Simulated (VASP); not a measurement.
# In (I4/mmm) in VASP: relaxation of cell and atoms with LDA

Aim: the relaxation of cell and atoms of In with LDA.

Program: VASP 6.6.1. These are calculated values, not measurements. Logs are shortened: lines on timing, memory, paths and dates and some standing lists are left out, and cuts for length are marked.

### Step 1. The cell of the first run

The structure is tetragonal, space group I4/mmm (No. 139). Conventional cell: a = 3.251 Å, b = 3.251 Å, c = 4.947 Å, α = 90.00°, β = 90.00°, γ = 90.00°. Within 4.3 Å of In (site symmetry 4/mmm) lie 12 In at 3.25 to 3.38 Å.

### Step 2. Relaxation of cell and atoms, LDA

Input file INCAR:

```
ALGO = Normal ; EDIFF = 1E-6
EDIFFG = -0.01 ; ENCUT = 600
GGA = CA ; IBRION = 2
ISIF = 3 ; ISMEAR = -1
LASPH = T ; LCHARG = F
LREAL = F ; LWAVE = F
NELM = 80 ; NSW = 80
PREC = Accurate ; SIGMA = 0.05
```

Input file KPOINTS:

```
k-points
0
Gamma
  18 18 18
```

Input file POSCAR:

```
In
1.0
   -1.6254700000      1.6254700000      2.4737000000
    1.6254700000     -1.6254700000      2.4737000000
    1.6254700000      1.6254700000     -2.4737000000
In
1
Direct
    0.0000000000      0.0000000000      0.0000000000
```

Potentials or basis: VASP PAW LDA potentials, release 64 (In_d).

Run with:

```bash
cat potpaw_LDA.64/In_d/POTCAR > POTCAR
mpirun -np 1 vasp_std > vasp.out
```

OUTCAR:

```text
EDIFF = 1E-6
   EDIFFG = -0.01
   ENCUT = 600
   GGA = CA
   IBRION = 2
   ISIF = 3
   ISMEAR = -1
   LASPH = T
   LREAL = F
   NELM = 80
   NSW = 80
   PREC = Accurate

 ion  position               nearest neighbor table
   1  0.000  0.000  0.000-

  LATTYP: Found a body centered tetragonal cell.
 ALAT       =     3.2509400000
 C/A-ratio  =     1.5218367611

  Lattice vectors:

 A1 = (  -1.6254700000,   1.6254700000,   2.4737000000)
 A2 = (   1.6254700000,  -1.6254700000,   2.4737000000)
 A3 = (   1.6254700000,   1.6254700000,  -2.4737000000)

Analysis of symmetry for initial positions (statically):
=====================================================================
 Subroutine PRICEL returns:
 Original cell was already a primitive cell.

 Routine SETGRP: Setting up the symmetry group for a
 body centered tetragonal supercell.

 Subroutine GETGRP returns: Found 16 space group operations
 (whereof 16 operations were pure point group operations)
 out of a pool of 16 trial point group operations.

The static configuration has the point symmetry D_4h.

Analysis of symmetry for dynamics (positions and initial velocities):
=====================================================================
 Subroutine PRICEL returns:
 Original cell was already a primitive cell.

 Routine SETGRP: Setting up the symmetry group for a
 body centered tetragonal supercell.

 Subroutine GETGRP returns: Found 16 space group operations
 (whereof 16 operations were pure point group operations)
 out of a pool of 16 trial point group operations.

The dynamic configuration has the point symmetry D_4h.

 Subroutine INISYM returns: Found 16 space group operations
 (whereof 16 operations are pure point group operations),
 and found     1 'primitive' translations

----------------------------------------------------------------------------------------

                                     Primitive cell

  volume of cell :      26.1436

  direct lattice vectors                    reciprocal lattice vectors
    -1.625470000  1.625470000  2.473700000     0.000000000  0.307603339  0.202126369
     1.625470000 -1.625470000  2.473700000     0.307603339  0.000000000  0.202126369
     1.625470000  1.625470000 -2.473700000     0.307603339  0.307603339  0.000000000

  length of vectors
     3.376906444  3.376906444  3.376906444     0.368069129  0.368069129  0.435016814

  position of ions in fractional coordinates (direct lattice)
     0.000000000  0.000000000  0.000000000

  ion indices of the primitive-cell ions
   primitive index   ion index
                 1           1

----------------------------------------------------------------------------------------

 KPOINTS: k-points

Automatic generation of k-mesh.
 Grid dimensions read from file:
 generate k-points for:   18   18   18

 Generating k-lattice:

  Cartesian coordinates                     Fractional coordinates (reciprocal lattice)
     0.000000000  0.017089074  0.011229243     0.055555556  0.000000000 -0.000000000
     0.017089074  0.000000000  0.011229243     0.000000000  0.055555556 -0.000000000
     0.017089074  0.017089074  0.000000000     0.000000000  0.000000000  0.055555556

  Length of vectors
     0.020448285  0.020448285  0.024167601

  Shift w.r.t. Gamma in fractional coordinates (k-lattice)
     0.000000000  0.000000000  0.000000000

 Subroutine IBZKPT returns following result:
 ===========================================

 Found    480 irreducible k-points:

 Following reciprocal coordinates:
            Coordinates               Weight
  0.000000  0.000000  0.000000      1.000000
  0.055556  0.000000 -0.000000      8.000000
  0.111111  0.000000 -0.000000      8.000000
  0.166667  0.000000 -0.000000      8.000000
  0.222222  0.000000 -0.000000      8.000000
  0.277778  0.000000 -0.000000      8.000000
[... 16 lines left out ...]
 -0.277778  0.055556  0.000000     16.000000
 -0.222222  0.055556  0.000000     16.000000
 [... further k-points ...]
   k-points           NKPTS =    480   k-points in BZ     NKDIM =    480   number of bands    NBANDS=     10
   number of dos      NEDOS =    301   number of ions     NIONS =      1
   total plane-waves  NPLWV =  21952
   dimension x,y,z NGX =    28 NGY =   28 NGZ =   28
   dimension x,y,z NGXF=    56 NGYF=   56 NGZF=   56
   ions per type =               1
   NGX,Y,Z   is equivalent  to a cutoff of  13.78, 13.78, 13.78 a.u.
   NGXF,Y,Z  is equivalent  to a cutoff of  27.57, 27.57, 27.57 a.u.
 SYSTEM =  unknown system
   PREC   = accura    normal or accurate (medium, high low for compatibility)
   ISTART =      0    job   : 0-new  1-cont  2-samecut
   ICHARG =      2    charge: 1-file 2-atom 10-const
   ISPIN  =      1    spin polarized calculation?
   LNONCOLLINEAR =      F non collinear calculations
   LSORBIT =      F    spin-orbit coupling
   LASPH  =      T    aspherical Exc in radial PAW
   ENCUT  =  600.0 eV  44.10 Ry    6.64 a.u.   6.74  6.74  6.74*2*pi/ulx,y,z
   NELM   =     80;   NELMIN=  2; NELMDL= -5     # of ELM steps
   EDIFF  = 0.1E-05   stopping-criterion for ELM
   LREAL  =      F    real-space projection
   EDIFFG = -.1E-01   stopping-criterion for IOM
   NSW    =     80    number of steps for IOM
   IBRION =      2    ionic relax: 0-MD 1-quasi-New 2-CG
   NFREE  =      1    steps in history (QN), initial steepest desc. (CG)
   ISIF   =      3    stress and relaxation
   ISYM   =      2    0-nonsym 1-usesym 2-fastsym
   POTIM  = 0.5000    time-step for ionic-motion
   TEBEG  =    0.0;   TEEND  =   0.0 temperature during run
   PSTRESS=    0.0 pullay stress
   NELECT =      13.0000    total number of electrons
   NUPDOWN=      -1.0000    fix difference up-down
   EMIN   =  10.00;   EMAX   =-10.00  energy-range for DOS
   EFERMI =   0.00;   METHOD = LEGACY
   ISMEAR =    -1;   SIGMA  =   0.05  broadening in eV -4-tet -1-fermi 0-gaus
   EFERMI_NEDOS =   21; number of points for ismear=-14 and -15
   IALGO  =     38    algorithm
   IMIX   =      4    mixing-type and parameters
     AMIX     =   0.40;   BMIX     =  1.00
     AMIX_MAG =   1.60;   BMIX_MAG =  1.00
  volume/ion in A,a.u.               =      26.14       176.43
  Fermi-wavevector in a.u.,A,eV,Ry     =   1.296983  2.450943 22.887245  1.682165
  Thomas-Fermi vector in A             =   2.428405
   LORBIT       =      0    0 simple, 1 ext, 2 COOP (PROOUT), +10 PAW based schemes
   GGA     = CA    functional components
   LHFCALC =     F    Hartree Fock is set to
   AEXX    =    0.0000 exact exchange contribution
   IVDW    =     0    specifies the selected vdW correction
   LEPSILON=     F    determine dielectric tensor
   LRPA    =     F    only Hartree local field effects (RPA)
 conjugate gradient relaxation of ions
 non-spin polarized calculation
  energy-cutoff  :      600.00
  volume of cell :       26.14
 maximum number of plane-waves:       901
   NGX = 13   NGY = 13   NGZ = 13

--------------------------------------- Ionic step        1  -------------------------------------------

 number of electron      13.0000006 magnetization

 Free energy of the ion-electron system (eV)
  ---------------------------------------------------
  ext. energy  EPLUGINS =         0.00000000
  ---------------------------------------------------
  free energy    TOTEN  =        -3.20596005 eV

  energy without entropy =       -3.20180132  energy(sigma->0) =       -3.20388068

------------------------ aborting loop because EDIFF is reached ----------------------------------------

  FORCE on cell =-STRESS in cart. coord.  units (eV):
  Direction    XX          YY          ZZ          XY          YZ          ZX
  --------------------------------------------------------------------------------------
  -------------------------------------------------------------------------------------
  Total       -0.4178695     -0.4178695     -0.3938769      0.0000000     -0.0000000      0.0000000
  in kB      -25.6086283    -25.6086283    -24.1382701      0.0000000     -0.0000000      0.0000000
  external PRESSURE =     -25.1185089 kB  Pullay stress =       0.0000000 kB
[... 86 lines left out ...]
  FREE ENERGIE OF THE ION-ELECTRON SYSTEM (eV)
  ---------------------------------------------------
  free  energy   TOTEN  =        -3.2185473255 eV

  energy  without entropy=       -3.2146866341  energy(sigma->0) =       -3.21661698

[... ionic steps 4 to 8 ...]

--------------------------------------- Ionic step        9  -------------------------------------------

 number of electron      12.9999998 magnetization

------------------------ aborting loop because EDIFF is reached ----------------------------------------

  FORCE on cell =-STRESS in cart. coord.  units (eV):
  Direction    XX          YY          ZZ          XY          YZ          ZX
  --------------------------------------------------------------------------------------
  -------------------------------------------------------------------------------------
  Total        0.0133548      0.0133548      0.0173938     -0.0000000      0.0000000      0.0000000
  in kB        0.8711028      0.8711028      1.1345559     -0.0000000      0.0000000      0.0000000
  external PRESSURE =       0.9589205 kB  Pullay stress =       0.0000000 kB
[... 55 lines left out ...]
  energy  without entropy=       -3.2166573914  energy(sigma->0) =       -3.21824654

--------------------------------------- Ionic step       11  -------------------------------------------

 number of electron      12.9999998 magnetization

 Free energy of the ion-electron system (eV)
  ---------------------------------------------------
  ext. energy  EPLUGINS =         0.00000000
  ---------------------------------------------------
  free energy    TOTEN  =        -3.21986417 eV

  energy without entropy =       -3.21671646  energy(sigma->0) =       -3.21829032

 E-fermi :   7.9342     XC(G=0): -10.8202

 val. band max:        7.9085061243   @ k =   0.3333   0.3333  -0.0000
 cond. band min:       7.9476585369   @ k =   0.2778   0.2778   0.1111
 fundamental gap:      0.0391524126
 Fermi energy:         7.9342492783

 k-point     1 :       0.0000    0.0000    0.0000
  band No.  band energies     occupation
      1      -6.8178      2.00000
      2      -6.6337      2.00000
      3      -6.6337      2.00000
      4      -6.5844      2.00000
      5      -6.4081      2.00000
      6      -2.0664      2.00000
      7      18.9142      0.00000
      8      18.9142      0.00000
      9      19.1532      0.00000
     10      19.8015      0.00000
[... 287 lines left out ...]
 k-point    24 :      -0.2222    0.0556    0.0000
  band No.  band energies     occupation
      1      -6.7418      2.00000
      2      -6.6811      2.00000
      3      -6.5827      2.00000
      4      -6.5111      2.00000
      5      -6.4402      2.00000
      6      -1.0063      2.00000
      7      12.8171      0.00000
      8      16.5571      0.00000
      9      18.0082      0.00000
     10      20.2531      0.00000

 [... further k-points ...]

------------------------ aborting loop because EDIFF is reached ----------------------------------------

  FORCE on cell =-STRESS in cart. coord.  units (eV):
  Direction    XX          YY          ZZ          XY          YZ          ZX
  --------------------------------------------------------------------------------------
  -------------------------------------------------------------------------------------
  Total       -0.0040762     -0.0040762     -0.0079971     -0.0000000     -0.0000000      0.0000000
  in kB       -0.2653263     -0.2653263     -0.5205404     -0.0000000     -0.0000000      0.0000000
  external PRESSURE =      -0.3503977 kB  Pullay stress =       0.0000000 kB
[... 16 lines left out ...]
  FREE ENERGIE OF THE ION-ELECTRON SYSTEM (eV)
  ---------------------------------------------------
  free  energy   TOTEN  =        -3.2198641682 eV

  energy  without entropy=       -3.2167164634  energy(sigma->0) =       -3.21829032

 reached required accuracy - stopping structural energy minimisation
```

Run time: 20 min. Hardware: 1 thread of Intel Xeon 8259CL, shared host; peak memory 0.29 GiB.

Results:

| Quantity | Value |
| --- | --- |
| Free energy | -3.2199 eV |
| Relaxed volume | 24.61 Å³/atom |
| Relaxed cell | a = 3.331 Å, b = 3.331 Å, c = 3.331 Å, α = 123.50°, β = 123.50°, γ = 84.03° |
| Space group after relaxing (to 0.1 Å) | I4/mmm (No. 139) |
| Energy gained by relaxing | 13.9 meV/atom |
| Ionic steps | 11 |
| Pressure after relaxing | 0.0 GPa |
| Band gap on the k mesh | zero (an odd number of electrons rules out a gap without spin polarisation) |

Step by step:
| step | energy change (eV) | largest force (eV/Å) | pressure (GPa) | volume (Å³) |
| --- | --- | --- | --- | --- |
| 1 | 0.0000 | 0.0000 | -2.51 | 26.14 |
| 2 | -0.0126 | 0.0000 | 0.05 | 24.62 |
| 3 | -0.0126 | 0.0000 | -0.04 | 24.64 |
| 4 | -0.0128 | 0.0000 | -0.06 | 24.63 |
| 5 | -0.0135 | 0.0000 | -0.03 | 24.60 |
| 6 | -0.0136 | 0.0000 | 0.20 | 24.53 |
| 7 | -0.0139 | 0.0000 | 0.14 | 24.56 |
| 8 | -0.0139 | 0.0000 | 0.07 | 24.56 |
| 9 | -0.0139 | 0.0000 | 0.10 | 24.56 |
| 10 | -0.0139 | 0.0000 | -0.15 | 24.68 |
| 11 | -0.0139 | 0.0000 | -0.04 | 24.61 |

Final structure:
```yaml
crystal:
  lattice:
    - [-1.57677, 1.57677, 2.47510]
    - [1.57677, -1.57677, 2.47510]
    - [1.57677, 1.57677, -2.47510]
  atoms:
    - { symbol: In, position: [0.00000, 0.00000, 0.00000] }
```

Levels at points of the mesh, in eV from the Fermi level:
```csv
k point,band 2,band 3,band 4,band 5,band 6,band 7,band 8,band 9,band 10
"(0.00, 0.00, 0.00)",-14.57,-14.57,-14.52,-14.34,-10.00,10.98,10.98,11.22,11.87
"(0.50, 0.00, 0.00)",-14.69,-14.55,-14.27,-14.21,-4.38,-3.62,7.36,9.86,11.57
"(0.50, 0.50, 0.00)",-14.80,-14.26,-14.26,-14.11,-2.02,-1.37,3.39,4.01,7.28
"(0.50, 0.50, 0.50)",-14.79,-14.24,-14.21,-14.21,-3.29,-3.07,5.16,5.16,8.86
```

Caveat: spin-orbit coupling is left out, which moves the levels of the heavy elements. Zero-point motion and thermal expansion aren't in these numbers.

The gap in the log of VASP goes by the Fermi energy; the results here count the filled bands.